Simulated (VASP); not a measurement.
# LiSi16 (a cell with a defect) in VASP: further runs

Runs on LiSi16 (a cell with a defect). Level: PBE. Tasks: single point.

Everything below comes from runs of VASP 6.6.1. Logs are shortened: lines on timing, memory, paths and dates and some standing lists are left out, and cuts for length are marked.

### Step 1. The cell of the first run

The cell holds a defect, 17 atoms: a = 7.679 Å, b = 7.679 Å, c = 7.679 Å, α = 60.00°, β = 60.00°, γ = 60.00°.

### Step 2. Single point, PBE

The input, INCAR:

```
SYSTEM = LiSi16
ALGO = Normal
EDIFF = 1E-6
ENCUT = 520
GGA = PE
ISIF = 2
ISMEAR = -1
LASPH = .TRUE.
LCHARG = .FALSE.
LREAL = Auto
LWAVE = .FALSE.
NBANDS = 48
NELECT = 66.0
NELM = 80
PREC = Accurate
SIGMA = 0.02
```

The input, KPOINTS:

```
k-points
0
G
  2 2 2
  0 0 0
```

The input, POSCAR:

```
LiSi16
1.0
    0.0000000000      5.4300000000      5.4300000000
    5.4300000000      0.0000000000      5.4300000000
    5.4300000000      5.4300000000      0.0000000000
Si Li
16 1
Direct
    0.0126794254     -0.0014218070     -0.0103017066
    0.1373954041      0.1231807716      0.1195142585
    0.0127020085     -0.0014282708      0.4986717056
    0.1354001069      0.1213487964      0.6214472193
    0.0080941448      0.4971390284     -0.0027749854
    0.1373670119      0.6194758507      0.1195839872
    0.0126731658      0.4896006204      0.4986801116
    0.1373889452      0.6194213382      0.6232649361
    0.5111708033     -0.0061136734     -0.0027279827
    0.6336729965      0.1233014965      0.1192504119
    0.5034191683     -0.0013558037      0.4987589359
    0.6336777478      0.1232768447      0.6233784894
    0.5111476742      0.4971986388     -0.0026919441
    0.6353175180      0.6213737774      0.1214730013
    0.5111652925      0.4971707794      0.4939849189
    0.6336710725      0.6191363614      0.6234102662
   -0.1152644857      0.8714921509      0.3716325768
```

Potentials or basis: VASP PAW PBE potentials, release 64 (Si, Li_sv).

Launch:

```sh
cat potpaw_PBE.64/Si/POTCAR potpaw_PBE.64/Li_sv/POTCAR > POTCAR
mpirun -np 1 vasp_std > vasp.out
```

OUTCAR:

```text
SYSTEM = LiSi16
   EDIFF = 1E-6
   ENCUT = 520
   GGA = PE
   ISIF = 2
   ISMEAR = -1
   LASPH = .TRUE.
   LREAL = Auto
   NELECT = 66.0
   NELM = 80
   PREC = Accurate

 ion  position               nearest neighbor table
   1  0.013  0.999  0.990-   4 2.31  10 2.38   6 2.38   2 2.38  17 2.39
   2  0.137  0.123  0.120-   9 2.34   5 2.34   1 2.38   3 2.38  17 2.74
   3  0.013  0.999  0.499-   4 2.31  12 2.38   8 2.38   2 2.38  17 2.40
   4  0.135  0.121  0.621-  11 2.31   3 2.31   1 2.31   7 2.31
   5  0.008  0.497  0.997-  14 2.34   2 2.34   8 2.34   6 2.34
   6  0.137  0.619  0.120-  13 2.34   5 2.34   7 2.38   1 2.38  17 2.74
   7  0.013  0.490  0.499-   4 2.31  16 2.38   6 2.38   8 2.38  17 2.39
   8  0.137  0.619  0.623-  15 2.34   5 2.34   7 2.38   3 2.38  17 2.74
   9  0.511  0.994  0.997-  14 2.34   2 2.34  12 2.34  10 2.34
  10  0.634  0.123  0.119-   9 2.34  13 2.34   1 2.38  11 2.38  17 2.73
  11  0.503  0.999  0.499-   4 2.31  16 2.38  10 2.38  12 2.38  17 2.39
  12  0.634  0.123  0.623-   9 2.34  15 2.34   3 2.38  11 2.38  17 2.73
  13  0.511  0.497  0.997-  14 2.34   6 2.34  10 2.34  16 2.34
  14  0.635  0.621  0.121-  13 2.34  15 2.34   9 2.34   5 2.34
  15  0.511  0.497  0.494-  14 2.34   8 2.34  12 2.34  16 2.34
  16  0.634  0.619  0.623-  15 2.34  13 2.34   7 2.38  11 2.38  17 2.73
  17  0.885  0.871  0.372-  11 2.39   7 2.39   1 2.39   3 2.40  16 2.73  10 2.73  12 2.73   6 2.74
                             8 2.74   2 2.74

  LATTYP: Found a face centered cubic cell.
 ALAT       =    10.8600000000

  Lattice vectors:

 A1 = (   0.0000000000,   5.4300000000,   5.4300000000)
 A2 = (   5.4300000000,   0.0000000000,   5.4300000000)
 A3 = (   5.4300000000,   5.4300000000,   0.0000000000)

Analysis of symmetry for initial positions (statically):
=====================================================================
 Subroutine PRICEL returns:
 Original cell was already a primitive cell.

 Routine SETGRP: Setting up the symmetry group for a
 face centered cubic supercell.

 Subroutine GETGRP returns: Found  1 space group operations
 (whereof  1 operations were pure point group operations)
 out of a pool of 48 trial point group operations.

The static configuration has the point symmetry C_1 .

Analysis of symmetry for dynamics (positions and initial velocities):
=====================================================================
 Subroutine PRICEL returns:
 Original cell was already a primitive cell.

 Routine SETGRP: Setting up the symmetry group for a
 face centered cubic supercell.

 Subroutine GETGRP returns: Found  1 space group operations
 (whereof  1 operations were pure point group operations)
 out of a pool of 48 trial point group operations.

The dynamic configuration has the point symmetry C_1 .

 Subroutine INISYM returns: Found  1 space group operations
 (whereof  1 operations are pure point group operations),
 and found     1 'primitive' translations

----------------------------------------------------------------------------------------

                                     Primitive cell

  volume of cell :     320.2060

  direct lattice vectors                    reciprocal lattice vectors
     0.000000000  5.430000000  5.430000000    -0.092081031  0.092081031  0.092081031
     5.430000000  0.000000000  5.430000000     0.092081031 -0.092081031  0.092081031
     5.430000000  5.430000000  0.000000000     0.092081031  0.092081031 -0.092081031

  length of vectors
     7.679179644  7.679179644  7.679179644     0.159489025  0.159489025  0.159489025

  position of ions in fractional coordinates (direct lattice)
     0.012679425  0.998578193  0.989698293
     0.137395404  0.123180772  0.119514258
     0.012702008  0.998571729  0.498671706
     0.135400107  0.121348796  0.621447219
     0.008094145  0.497139028  0.997225015
     0.137367012  0.619475851  0.119583987
[... 9 lines left out ...]
     0.633671073  0.619136361  0.623410266
     0.884735514  0.871492151  0.371632577

  ion indices of the primitive-cell ions
   primitive index   ion index
                 1           1
                 2           2
                 3           3
                 4           4
                 5           5
                 6           6
[... 9 lines left out ...]
                16          16
                17          17

----------------------------------------------------------------------------------------

 KPOINTS: k-points

Automatic generation of k-mesh.
 Grid dimensions read from file:
 generate k-points for:    2    2    2

 Generating k-lattice:

  Cartesian coordinates                     Fractional coordinates (reciprocal lattice)
    -0.046040516  0.046040516  0.046040516     0.500000000  0.000000000  0.000000000
     0.046040516 -0.046040516  0.046040516     0.000000000  0.500000000  0.000000000
     0.046040516  0.046040516 -0.046040516     0.000000000  0.000000000  0.500000000

  Length of vectors
     0.079744512  0.079744512  0.079744512

  Shift w.r.t. Gamma in fractional coordinates (k-lattice)
     0.000000000  0.000000000  0.000000000

 Subroutine IBZKPT returns following result:
 ===========================================

 Found      8 irreducible k-points:

 Following reciprocal coordinates:
            Coordinates               Weight
  0.000000  0.000000  0.000000      1.000000
  0.500000  0.000000  0.000000      1.000000
  0.000000  0.500000  0.000000      1.000000
  0.000000  0.000000  0.500000      1.000000
  0.500000  0.500000  0.500000      1.000000
  0.500000  0.500000  0.000000      1.000000
  0.000000  0.500000  0.500000      1.000000
  0.500000  0.000000  0.500000      1.000000
   k-points           NKPTS =      8   k-points in BZ     NKDIM =      8   number of bands    NBANDS=     48
   number of dos      NEDOS =    301   number of ions     NIONS =     17
   total plane-waves  NPLWV = 216000
   dimension x,y,z NGX =    60 NGY =   60 NGZ =   60
   dimension x,y,z NGXF=   120 NGYF=  120 NGZF=  120
   ions per type =              16   1
   NGX,Y,Z   is equivalent  to a cutoff of  12.99, 12.99, 12.99 a.u.
   NGXF,Y,Z  is equivalent  to a cutoff of  25.98, 25.98, 25.98 a.u.
 SYSTEM =  LiSi16
   PREC   = accura    normal or accurate (medium, high low for compatibility)
   ISTART =      0    job   : 0-new  1-cont  2-samecut
   ICHARG =      2    charge: 1-file 2-atom 10-const
   ISPIN  =      1    spin polarized calculation?
   LNONCOLLINEAR =      F non collinear calculations
   LSORBIT =      F    spin-orbit coupling
   LASPH  =      T    aspherical Exc in radial PAW
   ENCUT  =  520.0 eV  38.22 Ry    6.18 a.u.  14.28 14.28 14.28*2*pi/ulx,y,z
   NELM   =     80;   NELMIN=  2; NELMDL= -5     # of ELM steps
   EDIFF  = 0.1E-05   stopping-criterion for ELM
   LREAL  =      T    real-space projection
   EDIFFG = 0.1E-04   stopping-criterion for IOM
   NSW    =      0    number of steps for IOM
   IBRION =     -1    ionic relax: 0-MD 1-quasi-New 2-CG
   NFREE  =      0    steps in history (QN), initial steepest desc. (CG)
   ISIF   =      2    stress and relaxation
   ISYM   =      2    0-nonsym 1-usesym 2-fastsym
   POTIM  = 0.5000    time-step for ionic-motion
   TEBEG  =    0.0;   TEEND  =   0.0 temperature during run
   PSTRESS=    0.0 pullay stress
   NELECT =      66.0000    total number of electrons
   NUPDOWN=      -1.0000    fix difference up-down
   EMIN   =  10.00;   EMAX   =-10.00  energy-range for DOS
   EFERMI =   0.00;   METHOD = LEGACY
   ISMEAR =    -1;   SIGMA  =   0.02  broadening in eV -4-tet -1-fermi 0-gaus
   EFERMI_NEDOS =   21; number of points for ismear=-14 and -15
   IALGO  =     38    algorithm
   IMIX   =      4    mixing-type and parameters
     AMIX     =   0.40;   BMIX     =  1.00
     AMIX_MAG =   1.60;   BMIX_MAG =  1.00
  volume/ion in A,a.u.               =      18.84       127.11
  Fermi-wavevector in a.u.,A,eV,Ry     =   0.967044  1.827449 12.723821  0.935174
  Thomas-Fermi vector in A             =   2.096897
   LORBIT       =      0    0 simple, 1 ext, 2 COOP (PROOUT), +10 PAW based schemes
   GGA     = PE    functional components
[... 5 lines left out ...]
 non-spin polarized calculation
  energy-cutoff  :      520.00
  volume of cell :      320.21
 maximum number of plane-waves:      8646
 NGX is ok and might be reduce to    60
   NGX = 29   NGY = 29   NGZ = 29

 number of electron      66.0000000 magnetization

 Free energy of the ion-electron system (eV)
  ---------------------------------------------------
  ext. energy  EPLUGINS =         0.00000000
  ---------------------------------------------------
  free energy    TOTEN  =       -93.51443890 eV

  energy without entropy =      -93.51443884  energy(sigma->0) =      -93.51443887

 E-fermi :   6.3623     XC(G=0):  -9.4409

 val. band max:        6.0428107827   @ k =   0.0000   0.0000   0.0000
 cond. band min:       6.6801814339   @ k =   0.0000   0.0000   0.0000
 fundamental gap:      0.6373706512
 Fermi energy:         6.3622958309

 k-point     1 :       0.0000    0.0000    0.0000
  band No.  band energies     occupation
      1     -40.3804      2.00000
      2      -5.9237      2.00000
      3      -3.6709      2.00000
      4      -3.6143      2.00000
      5      -3.6140      2.00000
      6      -3.6089      2.00000
[... 37 lines left out ...]
     44       8.3480      0.00000
     45       8.3483      0.00000

 k-point     2 :       0.5000    0.0000    0.0000
  band No.  band energies     occupation
      1     -40.3804      2.00000
      2      -5.1982      2.00000
      3      -5.0671      2.00000
      4      -3.3536      2.00000
      5      -3.3167      2.00000
      6      -3.3161      2.00000
[... 37 lines left out ...]
     44       9.6226      0.00000
     45       9.6226      0.00000

 k-point     3 :       0.0000    0.5000    0.0000
  band No.  band energies     occupation
      1     -40.3804      2.00000
      2      -5.1968      2.00000
      3      -5.0693      2.00000
      4      -3.3547      2.00000
      5      -3.3164      2.00000
      6      -3.3114      2.00000
[... 37 lines left out ...]
     44       9.6206      0.00000
     45       9.6213      0.00000

 k-point     4 :       0.0000    0.0000    0.5000
  band No.  band energies     occupation
      1     -40.3804      2.00000
      2      -5.1969      2.00000
      3      -5.0691      2.00000
      4      -3.3547      2.00000
      5      -3.3165      2.00000
      6      -3.3114      2.00000
[... 37 lines left out ...]
     44       9.6207      0.00000
     45       9.6215      0.00000

 k-point     5 :       0.5000    0.5000    0.5000
  band No.  band energies     occupation
      1     -40.3804      2.00000
      2      -5.1973      2.00000
      3      -5.0686      2.00000
      4      -3.3544      2.00000
      5      -3.3168      2.00000
      6      -3.3117      2.00000
[... 37 lines left out ...]
     44       9.6210      0.00000
     45       9.6219      0.00000

 k-point     6 :       0.5000    0.5000    0.0000
  band No.  band energies     occupation
      1     -40.3804      2.00000
      2      -4.9063      2.00000
      3      -4.8167      2.00000
      4      -3.9253      2.00000
      5      -3.8973      2.00000
      6      -3.8951      2.00000
[... 37 lines left out ...]
     44      10.3335      0.00000
     45      10.4003      0.00000

 k-point     7 :       0.0000    0.5000    0.5000
  band No.  band energies     occupation
      1     -40.3804      2.00000
      2      -4.9065      2.00000
      3      -4.8166      2.00000
      4      -3.9252      2.00000
      5      -3.8975      2.00000
      6      -3.8946      2.00000
[... 37 lines left out ...]
     44      10.3334      0.00000
     45      10.4005      0.00000

 k-point     8 :       0.5000    0.0000    0.5000
  band No.  band energies     occupation
      1     -40.3804      2.00000
      2      -4.9064      2.00000
      3      -4.8167      2.00000
      4      -3.9253      2.00000
      5      -3.8974      2.00000
      6      -3.8950      2.00000
[... 37 lines left out ...]
     44      10.3334      0.00000
     45      10.4003      0.00000
 [bands above 45 left out]

------------------------ aborting loop because EDIFF is reached ----------------------------------------

  FORCE on cell =-STRESS in cart. coord.  units (eV):
  Direction    XX          YY          ZZ          XY          YZ          ZX
  --------------------------------------------------------------------------------------
  -------------------------------------------------------------------------------------
  Total       -1.1557500     -1.1549509     -1.1551270     -0.0358613      0.0321637     -0.0350607
  in kB       -5.7828911     -5.7788925     -5.7797735     -0.1794351      0.1609336     -0.1754290
  external PRESSURE =      -5.7805190 kB  Pullay stress =       0.0000000 kB

 VOLUME and BASIS-vectors are now :
 -----------------------------------------------------------------------------
  energy-cutoff  :      520.00
  volume of cell :      320.21
      direct lattice vectors                 reciprocal lattice vectors
     0.000000000  5.430000000  5.430000000    -0.092081031  0.092081031  0.092081031
     5.430000000  0.000000000  5.430000000     0.092081031 -0.092081031  0.092081031
     5.430000000  5.430000000  0.000000000     0.092081031  0.092081031 -0.092081031

 POSITION                                       TOTAL-FORCE (eV/Angst)
 -----------------------------------------------------------------------------------
     10.79634      5.44291      5.49113        -0.010012     -0.005105      0.014167
      1.31783      1.39502      1.41493         0.008784     -0.006637      0.010481
      8.13003      2.77676      5.49122         0.001675      0.008697      0.009543
      4.03338      4.10968      1.39415         0.004701     -0.006193     -0.006517
      8.11440      5.45888      2.74342         0.003471     -0.004633     -0.005420
      4.01309      1.39524      4.10966        -0.015874     -0.008079     -0.007768
[... 9 lines left out ...]
      6.74703      6.82595      6.80274         0.018585     -0.019622     -0.006162
      6.75017      6.82208      9.53632        -0.001739      0.005971      0.007359
 -----------------------------------------------------------------------------------
    total drift:                               -0.003276      0.003281      0.002933

  FREE ENERGIE OF THE ION-ELECTRON SYSTEM (eV)
  ---------------------------------------------------
  free  energy   TOTEN  =       -93.5144388974 eV

  energy  without entropy=      -93.5144388425  energy(sigma->0) =      -93.51443887
```

It took 3.3 min on 1 thread of Intel Xeon Platinum 8259CL at 2.50GHz (Skylake/Cascade Lake), shared host; peak memory 0.48 GiB.

What came out:

| Item | Value |
| --- | --- |
| Free energy | -93.5144 eV |
| Largest force | 0.028 eV/Å |

Forces on the atoms (eV/Å):
```
Si  -0.010 -0.005  0.014
Si   0.009 -0.007  0.010
Si   0.002  0.009  0.010
Si   0.005 -0.006 -0.007
Si   0.003 -0.005 -0.005
Si  -0.016 -0.008 -0.008
Si  -0.011  0.014 -0.006
Si   0.009  0.011 -0.006
Si  -0.004  0.004  0.008
Si   0.018 -0.006 -0.020
Si  -0.005  0.007  0.007
Si   0.005 -0.017 -0.018
Si  -0.008  0.004  0.005
Si  -0.010  0.010  0.010
Si  -0.004  0.008  0.004
Si   0.019 -0.020 -0.006
Li  -0.002  0.006  0.007
```

Caveat: the k points lie up to 0.50 Å⁻¹ apart; the cell carries a net charge on a neutralising background, which shifts energy and pressure; the cell is charged against a uniform background, so pressure and absolute levels hang on convention; the cutoff is under 1.25 times the usual one of these potentials, so pressure, stress and relaxed cells hold a basis-set (Pulay) error.

### Step 3. Single point, PBE

The input, INCAR:

```
PREC     = Accurate       # precision mode
ENCUT    = 520            # plane-wave cutoff, eV
EDIFF    = 1E-7           # SCF threshold, eV
ISMEAR   = -1             # smearing method
SIGMA    = 0.02           # smearing width, eV
LREAL    = Auto         
LASPH    = T              # aspherical terms in the spheres
NELM     = 60             # most SCF steps
ALGO     = Normal         # electronic algorithm
ISIF     = 2              # what is computed and relaxed
LWAVE    = F              # write WAVECAR
LCHARG   = F              # write CHGCAR
GGA      = PE             # functional
NBANDS   = 48             # bands
NELECT   = 66.0
```

The input, KPOINTS:

```
Automatic mesh
0
Gamma
  2 2 2
```

The input, POSCAR:

```
LiSi16
1.0
    0.0000000000      5.4300000000      5.4300000000
    5.4300000000      0.0000000000      5.4300000000
    5.4300000000      5.4300000000      0.0000000000
Si Li
16 1
Direct
    0.0014498445      0.0058375748      0.0016233945
    0.1261375172      0.1356395808      0.1263117984
    0.0015830863      0.0058987168      0.5055760333
    0.1310154284      0.1281160033      0.6277936621
    0.0033163529      0.5038091953      0.0034890622
    0.1260253622      0.6265230116      0.1261997343
    0.0014509531      0.5019463424      0.5055148652
    0.1261376083      0.6266351469      0.6353179432
    0.5054027180      0.0058988161      0.0017553162
    0.6276201923      0.1281155875      0.1311894889
    0.5035490947      0.0040478808      0.5037235568
    0.6277393283      0.1282299209      0.6279109927
    0.5053413750      0.5019467536      0.0016249176
    0.6351446969      0.6266351182      0.1263118964
    0.5054031708      0.5020749425      0.5055767800
    0.6276197380      0.6315126237      0.6277930884
    0.2533087434      0.7538018249      0.2534813798
```

Potentials or basis: VASP PAW PBE potentials, release 64 (Si, Li_sv).

Launch:

```sh
cat potpaw_PBE.64/Si/POTCAR potpaw_PBE.64/Li_sv/POTCAR > POTCAR
mpirun -np 1 vasp_std > vasp.out
```

It took 2.3 min on 1 thread of Intel Xeon Platinum 8259CL at 2.50GHz (Skylake/Cascade Lake), shared host; peak memory 0.46 GiB.

Results (log left out):

```
Free energy   : -93.5143 eV
Largest force : 0.011 eV/Å
```

Forces on the atoms (eV/Å):
```
Si  -0.004 -0.001 -0.004
Si   0.008  0.001  0.008
Si   0.000  0.000  0.000
Si  -0.001 -0.002 -0.002
Si  -0.002 -0.002 -0.002
Si   0.002  0.002  0.002
Si  -0.004 -0.004 -0.001
Si   0.008  0.008  0.001
Si   0.000  0.000  0.000
Si  -0.002 -0.002 -0.001
Si  -0.001 -0.001 -0.001
Si  -0.001 -0.001 -0.001
Si  -0.001 -0.004 -0.004
Si   0.001  0.008  0.008
Si   0.000  0.000  0.000
Si  -0.002 -0.001 -0.002
Li   0.000  0.000  0.000
```

Levels at points of the mesh, in eV from the Fermi level:
```csv
k point,band 29,band 30,band 31,band 32,band 33,band 34,band 35,band 36,band 37,band 38
"(0.00, 0.00, 0.00)",-1.45,-1.45,-0.32,-0.32,-0.32,0.32,0.32,0.32,0.39,0.39
"(0.50, 0.00, 0.00)",-2.43,-1.14,-1.14,-1.05,-1.05,0.88,1.08,1.08,1.27,1.27
"(0.50, 0.50, 0.50)",-2.43,-1.14,-1.14,-1.05,-1.05,0.88,1.08,1.08,1.27,1.27
"(0.50, 0.50, 0.00)",-2.23,-1.68,-1.68,-1.63,-1.59,0.75,0.81,1.87,1.99,1.99
```

Caveat: the k points lie up to 0.50 Å⁻¹ apart; the cell carries a net charge on a neutralising background, which shifts energy and pressure; the cell is charged against a uniform background, so pressure and absolute levels hang on convention; the cutoff is under 1.25 times the usual one of these potentials, so pressure, stress and relaxed cells hold a basis-set (Pulay) error.

(Part 1 of 2 ends here.)
